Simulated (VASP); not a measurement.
# Ta32F (a cell with a defect) in VASP: single point with PBE

Aim: the single point of Ta32F (a cell with a defect) with PBE.

Program: VASP 6.6.1. These are calculated values, not measurements. Logs are shortened: lines on timing, memory, paths and dates and some standing lists are left out, and cuts for length are marked.

**1. The cell of the first run**

The cell holds a defect, 33 atoms: a = 9.392 Å, b = 9.392 Å, c = 9.392 Å, α = 60.00°, β = 60.00°, γ = 60.00°.

**2. Single point, PBE**

INCAR reads:

```
ALGO     = Normal         # electronic algorithm
EDIFF    = 1E-7           # SCF threshold, eV
ENCUT    = 520            # plane-wave cutoff, eV
GGA      = PE             # functional
ISIF     = 2              # what is computed and relaxed
ISMEAR   = 1              # smearing method
LASPH    = True           # aspherical terms in the spheres
LCHARG   = True           # write CHGCAR
LELF     = True           # ELF
LREAL    = Auto         
LVHAR    = True         
LWAVE    = False          # write WAVECAR
NBANDS   = 202            # bands
NELM     = 100            # most SCF steps
PREC     = Accurate       # precision mode
SIGMA    = 0.1            # smearing width, eV
```

KPOINTS reads:

```
k-points
0
Gamma
  1 1 1
```

POSCAR reads:

```
Ta32F
1.0
    0.0000000000      6.6414755500      6.6414755500
    6.6414755500      0.0000000000      6.6414755500
    6.6414755500      6.6414755500      0.0000000000
Ta F
32 1
Direct
   -0.0069188691     -0.0059574864      0.0057909571
    0.1203245414      0.1203102374      0.1333954320
    0.2508281462      0.2487525532      0.2492465699
    0.3779041993      0.3720130386      0.3623529865
   -0.0017355330      0.0012231469      0.5017315015
    0.1215215646      0.1215242748      0.6270849706
    0.2288750427      0.2238324885      0.7780121994
    0.3752175223      0.3746736672      0.8825318946
    0.0011892689      0.4989667545     -0.0001388999
    0.1265395760      0.6234485799      0.1245671227
    0.2513991036      0.7515709367      0.2486515214
    0.3760519754      0.8801498938      0.3722897090
   -0.0017919211      0.4983604886      0.5018508274
    0.1133545542      0.6365328711      0.6282996103
    0.2509301566      0.7485838746      0.7500736037
    0.3735882156      0.8676320430      0.8798005738
    0.4974722071     -0.0003813159      0.0010441204
    0.6251202717      0.1248474068      0.1262833829
    0.7489283010      0.2504658773      0.2516229997
    0.8822275947      0.3763820225      0.3712226269
    0.4994448862      0.0008206008      0.5011076191
    0.6318118569      0.1180591563      0.6254006310
    0.7501768188      0.2523671114      0.7482760363
    0.8697822429      0.3738633804      0.8785515291
    0.5011609958      0.4989974705     -0.0010661035
    0.6283989858      0.6283992870      0.1201685520
    0.7557864908      0.7568062943      0.2429945707
    0.8740014107      0.8759583554      0.3763165250
    0.5257771370      0.5209664590      0.4808047513
    0.6296916955      0.6295052912      0.6240229251
    0.7486376277      0.7515967592      0.7512902009
    0.8758017637      0.8741498717      0.8757633686
    0.3432798906      0.4064902415      0.5894694591
```

Potentials or basis: VASP PAW PBE potentials, release 64 (Ta_pv, F).

Command:

```sh
$ cat potpaw_PBE.64/Ta_pv/POTCAR potpaw_PBE.64/F/POTCAR > POTCAR
$ mpirun -np 1 vasp_gam > vasp.out
```

OUTCAR:

```text
EDIFF = 1E-7
   ENCUT = 520
   GGA = PE
   ISIF = 2
   ISMEAR = 1
   LASPH = True
   LREAL = Auto
   NELM = 100
   PREC = Accurate

 ion  position               nearest neighbor table
   1  0.993  0.994  0.006-  32 2.82  18 2.82  28 2.84  10 2.84   6 2.90  24 2.91  16 2.92   2 2.92
                             7 3.09  27 3.15  23 3.33  15 3.33  11 3.33  19 3.34
   2  0.120  0.120  0.133-   7 2.73   5 2.83  11 2.83  19 2.85   3 2.88  17 2.89   9 2.90   1 2.92
                            28 3.26  20 3.28  12 3.29  24 3.36  16 3.36   8 3.38
   3  0.251  0.249  0.249-   4 2.79   8 2.81  12 2.83  20 2.83  18 2.87  10 2.87   2 2.88   6 2.90
                            17 3.30   9 3.31   5 3.32  21 3.32  25 3.32  13 3.34
   4  0.378  0.372  0.362-  33 2.16  25 2.79   3 2.79  19 2.85  21 2.85  11 2.91  13 2.91  29 3.19
                             7 3.19  18 3.21  10 3.25   6 3.37  26 3.37  22 3.43  14 3.52
   5  0.998  0.001  0.502-  14 2.80  22 2.81   2 2.83   6 2.83  32 2.87  28 2.88  20 2.88  12 2.90
                            23 3.31  31 3.32  19 3.32   3 3.32  15 3.33  11 3.34
   6  0.122  0.122  0.627-   7 2.78   5 2.83  23 2.85  15 2.86  13 2.89   3 2.90  21 2.90   1 2.90
                            32 3.27  20 3.29  12 3.30  24 3.35  16 3.35   4 3.37
   7  0.229  0.224  0.778-  33 2.03   2 2.73  16 2.74  24 2.77   6 2.78   8 3.09   1 3.09  22 3.10
                            14 3.17   4 3.19  17 3.28   9 3.32  21 3.34  13 3.38
   8  0.375  0.375  0.883-  25 2.81   3 2.81  15 2.87   9 2.87  23 2.88  17 2.88  29 3.09   7 3.09
                            10 3.26  18 3.28   2 3.38  30 3.38  22 3.41  14 3.43
   9  0.001  0.499  1.000-  20 2.85  14 2.85  26 2.86   8 2.87  10 2.87  32 2.88  24 2.90   2 2.90
[... 32 lines left out ...]
                            23 3.30  15 3.31  31 3.32  19 3.32   3 3.32  11 3.34
  26  0.628  0.628  0.120-  29 2.78  31 2.83  17 2.85   9 2.86  11 2.89  25 2.90  19 2.90  27 2.90
                            32 3.28  16 3.29  24 3.30  12 3.35  20 3.35   4 3.37
  27  0.756  0.757  0.243-  32 2.82  18 2.82  28 2.84  10 2.84  26 2.90  12 2.91  20 2.92  30 2.92
                            29 3.09   1 3.15  17 3.32   9 3.33  13 3.33  21 3.34
  28  0.874  0.876  0.376-   1 2.84  27 2.84  19 2.87  21 2.87   5 2.88  31 2.88  11 2.89  13 2.90
                             2 3.26  30 3.26  22 3.26  14 3.26  18 3.31  10 3.35
  29  0.526  0.521  0.481-  33 2.03  30 2.74  20 2.74  12 2.77  26 2.78   8 3.09  27 3.09  22 3.10
                            14 3.17   4 3.19  23 3.28  15 3.32  19 3.33  11 3.38
  30  0.630  0.630  0.624-  29 2.74  31 2.82  13 2.83  21 2.85  25 2.88  23 2.89  15 2.91  27 2.92
                            28 3.26  16 3.28  24 3.29  12 3.36  20 3.36   8 3.38
  31  0.749  0.752  0.751-  14 2.80  22 2.81  30 2.82  26 2.83  32 2.87  28 2.88  16 2.88  24 2.90
                            17 3.31   5 3.32  21 3.32  25 3.32   9 3.33  13 3.34
  32  0.876  0.874  0.876-   1 2.82  27 2.82   5 2.87  31 2.87  15 2.88   9 2.88  23 2.90  17 2.90
                            14 3.22   6 3.27  26 3.28  22 3.28  10 3.32  18 3.33
  33  0.343  0.406  0.589-  29 2.03   7 2.03   4 2.16  14 2.19  22 2.73

  LATTYP: Found a face centered cubic cell.
 ALAT       =    13.2829511000

  Lattice vectors:

 A1 = (   0.0000000000,   6.6414755500,   6.6414755500)
 A2 = (   6.6414755500,   0.0000000000,   6.6414755500)
 A3 = (   6.6414755500,   6.6414755500,   0.0000000000)

Analysis of symmetry for initial positions (statically):
=====================================================================
 Subroutine PRICEL returns:
 Original cell was already a primitive cell.

 Routine SETGRP: Setting up the symmetry group for a
 face centered cubic supercell.

 Subroutine GETGRP returns: Found  1 space group operations
 (whereof  1 operations were pure point group operations)
 out of a pool of 48 trial point group operations.

The static configuration has the point symmetry C_1 .

Analysis of symmetry for dynamics (positions and initial velocities):
=====================================================================
 Subroutine PRICEL returns:
 Original cell was already a primitive cell.

 Routine SETGRP: Setting up the symmetry group for a
 face centered cubic supercell.

 Subroutine GETGRP returns: Found  1 space group operations
 (whereof  1 operations were pure point group operations)
 out of a pool of 48 trial point group operations.

The dynamic configuration has the point symmetry C_1 .

 Subroutine INISYM returns: Found  1 space group operations
 (whereof  1 operations are pure point group operations),
 and found     1 'primitive' translations

----------------------------------------------------------------------------------------

                                     Primitive cell

  volume of cell :     585.9003

  direct lattice vectors                    reciprocal lattice vectors
     0.000000000  6.641475550  6.641475550    -0.075284475  0.075284475  0.075284475
     6.641475550  0.000000000  6.641475550     0.075284475 -0.075284475  0.075284475
     6.641475550  6.641475550  0.000000000     0.075284475  0.075284475 -0.075284475

  length of vectors
     9.392464797  9.392464797  9.392464797     0.130396536  0.130396536  0.130396536

[... 74 lines left out ...]

Automatic generation of k-mesh.
 Grid dimensions read from file:
 generate k-points for:    1    1    1

 Generating k-lattice:

  Cartesian coordinates                     Fractional coordinates (reciprocal lattice)
    -0.075284475  0.075284475  0.075284475     1.000000000  0.000000000  0.000000000
     0.075284475 -0.075284475  0.075284475     0.000000000  1.000000000  0.000000000
     0.075284475  0.075284475 -0.075284475     0.000000000  0.000000000  1.000000000

  Length of vectors
     0.130396536  0.130396536  0.130396536

  Shift w.r.t. Gamma in fractional coordinates (k-lattice)
     0.000000000  0.000000000  0.000000000

 Subroutine IBZKPT returns following result:
 ===========================================

 Found      1 irreducible k-points:

 Following reciprocal coordinates:
            Coordinates               Weight
  0.000000  0.000000  0.000000      1.000000
   k-points           NKPTS =      1   k-points in BZ     NKDIM =      1   number of bands    NBANDS=    202
   number of dos      NEDOS =    301   number of ions     NIONS =     33
   total plane-waves  NPLWV = 343000
   dimension x,y,z NGX =    70 NGY =   70 NGZ =   70
   dimension x,y,z NGXF=   140 NGYF=  140 NGZF=  140
   ions per type =              32   1
   NGX,Y,Z   is equivalent  to a cutoff of  12.39, 12.39, 12.39 a.u.
   NGXF,Y,Z  is equivalent  to a cutoff of  24.78, 24.78, 24.78 a.u.
 SYSTEM =  unknown system
   PREC   = accura    normal or accurate (medium, high low for compatibility)
   ISTART =      0    job   : 0-new  1-cont  2-samecut
   ICHARG =      2    charge: 1-file 2-atom 10-const
   ISPIN  =      1    spin polarized calculation?
   LNONCOLLINEAR =      F non collinear calculations
   LSORBIT =      F    spin-orbit coupling
   LASPH  =      T    aspherical Exc in radial PAW
   ENCUT  =  520.0 eV  38.22 Ry    6.18 a.u.  17.46 17.46 17.46*2*pi/ulx,y,z
   NELM   =    100;   NELMIN=  2; NELMDL= -5     # of ELM steps
   EDIFF  = 0.1E-06   stopping-criterion for ELM
   LREAL  =      T    real-space projection
   EDIFFG = 0.1E-05   stopping-criterion for IOM
   NSW    =      0    number of steps for IOM
   IBRION =     -1    ionic relax: 0-MD 1-quasi-New 2-CG
   NFREE  =      0    steps in history (QN), initial steepest desc. (CG)
   ISIF   =      2    stress and relaxation
   ISYM   =      2    0-nonsym 1-usesym 2-fastsym
   POTIM  = 0.5000    time-step for ionic-motion
   TEBEG  =    0.0;   TEEND  =   0.0 temperature during run
   PSTRESS=    0.0 pullay stress
   NELECT =     359.0000    total number of electrons
   NUPDOWN=      -1.0000    fix difference up-down
   EMIN   =  10.00;   EMAX   =-10.00  energy-range for DOS
   EFERMI =   0.00;   METHOD = LEGACY
   ISMEAR =     1;   SIGMA  =   0.10  broadening in eV -4-tet -1-fermi 0-gaus
   EFERMI_NEDOS =   21; number of points for ismear=-14 and -15
   IALGO  =     38    algorithm
   IMIX   =      4    mixing-type and parameters
     AMIX     =   0.40;   BMIX     =  1.00
     AMIX_MAG =   1.60;   BMIX_MAG =  1.00
  volume/ion in A,a.u.               =      17.75       119.81
  Fermi-wavevector in a.u.,A,eV,Ry     =   1.390481  2.627628 26.306014  1.933438
  Thomas-Fermi vector in A             =   2.514412
   LORBIT       =      0    0 simple, 1 ext, 2 COOP (PROOUT), +10 PAW based schemes
   GGA     = PE    functional components
   LHFCALC =     F    Hartree Fock is set to
   AEXX    =    0.0000 exact exchange contribution
   IVDW    =     0    specifies the selected vdW correction
   LEPSILON=     F    determine dielectric tensor
   LRPA    =     F    only Hartree local field effects (RPA)
 non-spin polarized calculation
 Methfessel and Paxton  Order N= 1 SIGMA  =   0.10
  energy-cutoff  :      520.00
  volume of cell :      585.90
 maximum number of plane-waves:      7833
 NGX is ok and might be reduce to    70
   NGX = 35   NGY = 35   NGZ = 35

 number of electron     358.9999999 magnetization

 Free energy of the ion-electron system (eV)
  ---------------------------------------------------
  ext. energy  EPLUGINS =         0.00000000
  ---------------------------------------------------
  free energy    TOTEN  =      -395.35497578 eV

  energy without entropy =     -395.33268907  energy(sigma->0) =     -395.34754687

 E-fermi :   5.5277     XC(G=0): -12.5793

 val. band max:        5.3466076582   @ k =   0.0000   0.0000   0.0000
 cond. band min:       5.5293863141   @ k =   0.0000   0.0000   0.0000
 fundamental gap:      0.1827786559
 Fermi energy:         5.5277313908

 k-point     1 :       0.0000    0.0000    0.0000
  band No.  band energies     occupation
      1     -29.3501      2.00000
      2     -28.9951      2.00000
      3     -28.8899      2.00000
      4     -28.8686      2.00000
      5     -28.7957      2.00000
      6     -28.7867      2.00000
[... 183 lines left out ...]
    190       6.7179     -0.00000
    191       6.7449     -0.00000
 [bands above 191 left out]

------------------------ aborting loop because EDIFF is reached ----------------------------------------

  FORCE on cell =-STRESS in cart. coord.  units (eV):
  Direction    XX          YY          ZZ          XY          YZ          ZX
  --------------------------------------------------------------------------------------
  -------------------------------------------------------------------------------------
  Total      -22.5419283    -26.4275597    -16.8822155      0.3074405     -0.0095001     -0.0033301
  in kB      -61.6421697    -72.2676470    -46.1653668      0.8407133     -0.0259786     -0.0091063
  external PRESSURE =     -60.0250612 kB  Pullay stress =       0.0000000 kB

 VOLUME and BASIS-vectors are now :
 -----------------------------------------------------------------------------
  energy-cutoff  :      520.00
  volume of cell :      585.90
      direct lattice vectors                 reciprocal lattice vectors
     0.000000000  6.641475550  6.641475550    -0.075284475  0.075284475  0.075284475
     6.641475550  0.000000000  6.641475550     0.075284475 -0.075284475  0.075284475
     6.641475550  6.641475550  0.000000000     0.075284475  0.075284475 -0.075284475

 POSITION                                       TOTAL-FORCE (eV/Angst)
 -----------------------------------------------------------------------------------
      6.64037      6.63398     13.19743        -0.000266     -0.014376     -0.016626
      1.68498      1.68507      1.59817        -0.001426      0.003994     -0.014689
      3.30745      3.32123      3.31795         0.004431      0.000834      0.010760
      4.87727      4.91640      4.98056         0.001570     -0.015870     -0.005066
      3.34036      9.96219      6.63807        -0.005102     -0.003772     -0.006360
      4.97187      4.97185      1.61418        -0.002544     -0.005632     -0.012757
[... 25 lines left out ...]
     11.62201     11.63298     11.62226        -0.006214      0.002874     -0.005368
      6.61464      6.19483      4.97958         0.004518      0.099357     -0.019416
 -----------------------------------------------------------------------------------
    total drift:                                0.000071      0.006995     -0.001890

  FREE ENERGIE OF THE ION-ELECTRON SYSTEM (eV)
  ---------------------------------------------------
  free  energy   TOTEN  =      -395.3549757756 eV

  energy  without entropy=     -395.3326890689  energy(sigma->0) =     -395.34754687
```

Run time: 4.6 min. Hardware: 1 thread of AMD EPYC 9R14 (Zen 4), shared host; peak memory 0.64 GiB.

What came out:

| Item | Value |
| --- | --- |
| Free energy | -395.3550 eV |
| Pressure | -6.0 GPa |
| Largest force | 0.101 eV/Å |

Forces in eV/Å, atoms in the order of the input:
```
Ta   0.000 -0.014 -0.017
Ta  -0.001  0.004 -0.015
Ta   0.004  0.001  0.011
Ta   0.002 -0.016 -0.005
Ta  -0.005 -0.004 -0.006
Ta  -0.003 -0.006 -0.013
Ta  -0.004 -0.001 -0.053
Ta   0.004 -0.006 -0.002
Ta  -0.010 -0.006  0.000
Ta   0.001 -0.005 -0.009
Ta   0.001  0.004  0.008
Ta   0.000 -0.008  0.003
Ta   0.001  0.003  0.012
Ta  -0.009 -0.011 -0.003
Ta  -0.004 -0.001  0.010
Ta   0.004  0.006 -0.013
Ta   0.000 -0.009  0.001
Ta   0.006  0.005 -0.007
Ta   0.003 -0.003  0.012
Ta   0.001 -0.007  0.001
Ta   0.012 -0.005  0.000
Ta  -0.004 -0.005 -0.002
Ta   0.001 -0.002  0.006
Ta   0.006 -0.006 -0.015
Ta   0.003 -0.004 -0.003
Ta   0.000 -0.007  0.001
Ta   0.001 -0.009  0.024
Ta  -0.001 -0.005 -0.008
Ta   0.000  0.020  0.090
Ta  -0.003 -0.008  0.002
Ta  -0.004  0.003  0.013
Ta  -0.006  0.003 -0.005
F    0.005  0.099 -0.019
```

Stress tensor (GPa, compression positive):
```
-6.16  0.08  0.00
 0.08 -7.23  0.00
 0.00  0.00 -4.62
```

Levels at points of the mesh, in eV from the Fermi level:
| k point | band 175 | band 176 | band 177 | band 178 | band 179 | band 180 | band 181 | band 182 | band 183 | band 184 |
| --- | --- | --- | --- | --- | --- | --- | --- | --- | --- | --- |
| (0.00, 0.00, 0.00) | -0.92 | -0.89 | -0.76 | -0.68 | -0.18 | 0.00 | 0.46 | 0.64 | 0.70 | 0.73 |

Caveat: the k points lie up to 0.82 Å⁻¹ apart; spin-orbit coupling is left out, which moves the levels of the heavy elements; an odd number of electrons without spin polarisation forces a metal; a magnetic or distorted state may lie lower.
